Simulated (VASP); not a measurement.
Write the native input for VASP 6.6.1 that does the following.

| Item | Value |
| --- | --- |
| Task | single point |
| Functional | PBE |
| Potentials or basis | VASP PAW PBE potentials, release 64 (Fe) |
| Cutoff | 520 eV |
| k mesh | 14 × 14 × 14 |
| Occupations | fermi-dirac, width 0.1 eV |
| Spin | collinear spin, ferromagnetic start |
| Starting moments | [4.0] μB |
| Dipole correction | no |
| Further INCAR settings | ALGO = Normal; EDIFF = 1e-06; NBANDS = 14 |

The structure of Fe lies in POSCAR:

```
Fe
1.0
    0.0000000000      1.7720000000      1.7720000000
    1.7720000000      0.0000000000      1.7720000000
    1.7720000000      1.7720000000      0.0000000000
Fe
1
Direct
    0.0000000000      0.0000000000      0.0000000000
```

These files were run (other wordings do the same):

INCAR

```
SYSTEM = Fe
PREC = Accurate
ENCUT = 520
EDIFF = 1E-6
ISMEAR = -1
SIGMA = 0.1
LREAL = .False.
LASPH = .True.
NELM = 150
ALGO = Normal
ISIF = 2
LWAVE = .False.
LCHARG = .False.
ISPIN = 2
MAGMOM = 4
LORBIT = 11
LMAXMIX = 4
GGA = PE
NBANDS = 14
```

KPOINTS

```
Automatic mesh
0
Gamma
  14 14 14
  0 0 0
```

Potentials or basis: VASP PAW PBE potentials, release 64 (Fe).

The run is started by

```sh
$ cat potpaw_PBE.64/Fe/POTCAR > POTCAR
$ mpirun -np 1 vasp_std > vasp.out
```

It gave:

The pressure is -8.4 GPa and the net moment is 1.32 μB per cell. The site moments are Fe +1.31 μB and the valence electrons inside the program's atomic spheres are Fe 7.31.

Caveat: the moment fell far below its start of 4 μB, so a state of higher moment may lie lower in energy.

Wall time 44 s on 1 thread of Intel(R) Xeon(R) Platinum 8259CL CPU @ 2.50GHz (Skylake/Cascade Lake) (shared host), peak memory 0.15 GiB.
